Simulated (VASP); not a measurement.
Set up this calculation in VASP 6.6.1, as the native input.

* Task: single point
* Functional: PBE
* Potentials or basis: VASP PAW PBE potentials, release 64 (Nb_sv, Pd, Se)
* Cutoff: 520 eV
* k mesh: 4 × 4 × 2
* Occupations: gaussian, width 0.15 eV
* Spin: no spin polarisation
* Dipole correction: no
* Further INCAR settings: ALGO = Normal; EDIFF = 1e-07; NBANDS = 39

The structure of Nb2PdSe4 lies in POSCAR:

```
Nb2PdSe4
1.0
    6.8665328553     -1.7672938508     -0.2864305194
    6.8665328553      1.7672938508     -0.2864305194
   -2.5622608296      0.0000000000      5.9443907350
Nb Pd Se
2 1 4
Direct
    0.7471037087      0.7471037087      0.6871535376
    0.2528962913      0.2528962913      0.3128464624
    0.0000000000      0.0000000000      0.0000000000
    0.1044892718      0.1044892718      0.4585353106
    0.8955107282      0.8955107282      0.5414646894
    0.3577300121      0.3577300121      0.0207236534
    0.6422699879      0.6422699879      0.9792763466
```

These files were run (other wordings do the same):

INCAR

```
SYSTEM = Nb2PdSe4
PREC = Accurate
ENCUT = 520
EDIFF = 1E-7
ISMEAR = 0
SIGMA = 0.15
LREAL = .False.
LASPH = .True.
NELM = 60
ALGO = Normal
ISIF = 2
LWAVE = .False.
LCHARG = .True.
GGA = PE
LELF = .True.
LVHAR = .True.
NBANDS = 39
```

KPOINTS

```
Automatic mesh
0
Gamma
  4 4 2
  0 0 0
```

Potentials or basis: VASP PAW PBE potentials, release 64 (Nb_sv, Pd, Se).

Command:

```console
$ cat potpaw_PBE.64/Nb_sv/POTCAR potpaw_PBE.64/Pd/POTCAR potpaw_PBE.64/Se/POTCAR > POTCAR
$ mpirun -np 1 vasp_std > vasp.out
```

It gave:

```yaml
Pressure: -0.2 GPa
Largest_force: 0.063 eV/Å
Band_gap_on_the_k_mesh: zero (band 30 reaches 7.28 eV, above the bottom of band 31 at 6.89 eV)
```

Caveat: the k points lie up to 0.54 Å⁻¹ apart.

It took 2.4 min on 1 thread of Intel(R) Xeon(R) Platinum 8375C CPU @ 2.90GHz (Ice Lake), on a shared host, peak memory 0.39 GiB.
